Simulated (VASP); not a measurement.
A run of VASP 6.6.1 is set up as follows.

File INCAR:

```
SYSTEM = Cs2Cl
PREC     = Accurate       ! precision mode
ENCUT    = 520            ! plane-wave cutoff, eV
EDIFF    = 1E-6           ! SCF threshold, eV
ISMEAR   = 0              ! smearing method
SIGMA    = 0.1            ! smearing width, eV
LREAL    = .FALSE.        ! projectors in reciprocal space
LASPH    = .TRUE.         ! aspherical terms in the spheres
NELM     = 100            ! most SCF steps
ALGO     = Normal         ! electronic algorithm
ISIF     = 2              ! what is computed and relaxed
LWAVE    = .FALSE.        ! write WAVECAR
LCHARG   = .FALSE.        ! write CHGCAR
GGA      = PE             ! functional
NBANDS   = 20             ! bands
```

KPOINTS

```
Automatic mesh
0
G
  9 9 9
  0 0 0
```

File POSCAR:

```
Cs2Cl
1.0
    3.1052654512      1.7928258441      5.0876622897
   -3.1052654512      1.7928258441      5.0876622897
    0.0000000000     -3.5856516883      5.0876622897
Cs Cl
2 1
Direct
    0.2500924215      0.2500924215      0.2500924215
    0.7499075785      0.7499075785      0.7499075785
    0.0000000000      0.0000000000      0.0000000000
```

Potentials or basis: VASP PAW PBE potentials, release 64 (Cs_sv, Cl).

Command:

```console
$ cat potpaw_PBE.64/Cs_sv/POTCAR potpaw_PBE.64/Cl/POTCAR > POTCAR
$ mpirun -np 1 vasp_std > vasp.out
```

Q: What does it give for the pressure?

A: 0.0 GPa.

Caveat: an odd number of electrons without spin polarisation forces a metal; a magnetic or distorted state may lie lower.
